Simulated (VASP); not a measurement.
Write the native input for VASP 6.6.1 that does the following.

| Quantity | Value |
| --- | --- |
| Task | single point |
| Functional | BLYP |
| Potentials or basis | VASP PAW PBE potentials, release 64 (Pd) |
| Cutoff | 520 eV |
| k mesh | 13 × 13 × 13 |
| Occupations | fermi-dirac, width 0.1 eV |
| Spin | no spin polarisation |
| Dipole correction | no |
| Further INCAR settings | ALGO = Normal; EDIFF = 1e-06; NBANDS = 11 |

The structure of Pd lies in POSCAR:

```
Pd
1.0
    2.7390808242      0.0000000000      0.0000000000
    0.0000000000      2.7390808242      0.0000000000
    0.0000000000      0.0000000000      2.7390808242
Pd
1
Direct
    0.0000000000      0.0000000000      0.0000000000
```

This cell differs from its parent crystal: volume scaled by 1.08.

The input as run:

INCAR

```
SYSTEM = Pd
PREC     = Accurate       ! precision mode
ENCUT    = 520            ! plane-wave cutoff, eV
EDIFF    = 1E-6           ! SCF threshold, eV
ISMEAR   = -1             ! smearing method
SIGMA    = 0.1            ! smearing width, eV
LREAL    = .FALSE.        ! projectors in reciprocal space
LASPH    = .TRUE.         ! aspherical terms in the spheres
NELM     = 80             ! most SCF steps
ALGO     = Normal         ! electronic algorithm
ISIF     = 2              ! what is computed and relaxed
LWAVE    = .FALSE.        ! write WAVECAR
LCHARG   = .FALSE.        ! write CHGCAR
GGA      = B5             ! functional
ALDAX    = 1.0          
AGGAX    = 1.0          
AGGAC    = 1.0          
ALDAC    = 0.0          
NBANDS   = 11             ! bands
```

KPOINTS

```
Automatic mesh
0
G
  13 13 13
  0 0 0
```

Potentials or basis: VASP PAW PBE potentials, release 64 (Pd).

Run with:

```bash
$ cat potpaw_PBE.64/Pd/POTCAR > POTCAR
$ mpirun -np 1 vasp_std > vasp.out
```

It gave:

```json
{
  "Pressure": "-6.0 GPa",
  "Band gap on the k mesh": "zero (band 5 reaches 6.63 eV, above the bottom of band 6 at 5.30 eV)"
}
```

Caveat: the PAW data sets were made with another functional, which shifts forces and pressure a little.

It took 15 s on 1 thread of Intel(R) Xeon(R) Platinum 8259CL CPU @ 2.50GHz (Skylake/Cascade Lake), with other jobs on the host, peak memory 0.14 GiB.
